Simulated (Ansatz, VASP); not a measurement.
Two plane-wave programs on CO2

```xyz
12
Lattice="5.7999 0.0000 0.0000 0.0000 5.7999 0.0000 0.0000 0.0000 4.9299" Properties=species:S:1:pos:R:3 pbc="T T T"
C     0.0000    0.0000    0.0000
C     2.9000    0.0000    2.4650
C     2.9000    2.9000    0.0000
C     0.0000    2.9000    2.4650
O     0.6737    0.6737    0.5727
O     2.2263    5.1262    3.0376
O     3.5737    2.2263    4.3573
O     5.1262    3.5737    1.8923
O     5.1262    5.1262    4.3573
O     3.5737    0.6737    1.8923
O     2.2263    3.5737    0.5727
O     0.6737    2.2263    3.0376
```

Change from the starting cell: normal strain along x +0.0000, normal strain along z -0.1500.

Alike in both runs: task single point; functional PBEsol; k mesh 4 × 4 × 4; occupations gaussian, width 0.05 eV; no spin polarisation.

|  | VASP | Ansatz |
| --- | --- | --- |
| version | VASP 6.6.1 | Ansatz 0.2.0 |
| potentials or method | VASP PAW PBE potentials, release 64 (C, O), cutoff 520 eV | scalar-relativistic, plane waves, PAW |
| valence electrons in the cell | 64 | 64 |

VASP gave:

```
gap on the k mesh at the Fermi level (eV)                     : 7.07
least direct gap on the mesh (eV)                             : 7.07
pressure (GPa)                                                : 23.3
traceless stress, the component that is largest in VASP (GPa) : -3.58
rms of the force components (eV/Å)                            : 3.731
```

Question: Estimate Ansatz's values.

Answer: gap on the k mesh at the Fermi level (eV): 7.09; least direct gap on the mesh (eV): 7.09; pressure (GPa): 20.6; traceless stress, the component that is largest in VASP (GPa): -3.00; rms of the force components (eV/Å): 3.234.

VASP's potentials were made for PBE, not for PBEsol. Atom by atom the forces differ by 0.497 eV/Å (rms over components). The functional is the same, so the differences come from potentials, cutoffs and numerics.

Noted on VASP's run: the standard files for N, O and F lose accuracy on very short bonds.
